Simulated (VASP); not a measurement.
Input of a VASP 6.6.1 run:

The input INCAR:

```
  PREC = Accurate
  ENCUT = 520
  EDIFF = 1E-6
  ISMEAR = 0
  SIGMA = 0.1
  LREAL = F
  LASPH = T
  NELM = 60
  ALGO = Fast
  ISIF = 2
  LWAVE = F
  LCHARG = T
  GGA = PS
  LELF = T
  LVHAR = T
  NBANDS = 44
```

The input KPOINTS:

```
regular mesh
0
Gamma
  12 12 2
```

File POSCAR:

```
Ge2Sb2Te5
1.0
    4.2017340030      0.0000000000      0.0000000000
   -2.1008670015      3.6388083866      0.0000000000
    0.0000000000      0.0000000000     17.1060849973
Ge Sb Te
2 2 5
Direct
    0.0000000000      0.0000000000      0.3381076148
    0.0000000000      0.0000000000      0.6618923852
    0.3333333333      0.6666666667      0.1166940764
    0.6666666667      0.3333333333      0.8833059236
    0.0000000000      0.0000000000      0.0000000000
    0.3333333333      0.6666666667      0.7810582580
    0.6666666667      0.3333333333      0.2189417420
    0.3333333333      0.6666666667      0.4206821847
    0.6666666667      0.3333333333      0.5793178153
```

Potentials or basis: VASP PAW PBE potentials, release 64 (Ge_d, Sb, Te).

The run is started by

```console
$ cat potpaw_PBE.64/Ge_d/POTCAR potpaw_PBE.64/Sb/POTCAR potpaw_PBE.64/Te/POTCAR > POTCAR
$ mpirun -np 1 vasp_std > vasp.out
```

Task: Estimate the band gap on the k mesh.

Result: Zero (bands 34 and 35 overlap by 0.04 eV).

Task: What does it give for the largest force?

Result: 0.027 eV/Å.

Forces in eV/Å, atoms in the order of the input:
```
Ge   0.000  0.000 -0.017
Ge   0.000  0.000  0.017
Sb   0.000  0.000 -0.024
Sb   0.000  0.000  0.024
Te   0.000  0.000  0.000
Te   0.000  0.000 -0.027
Te   0.000  0.000  0.027
Te   0.000  0.000  0.020
Te   0.000  0.000 -0.020
```

Caveat: the PAW data sets were made with another functional, which shifts forces and pressure a little; spin-orbit coupling is left out, which moves the levels of the heavy elements.
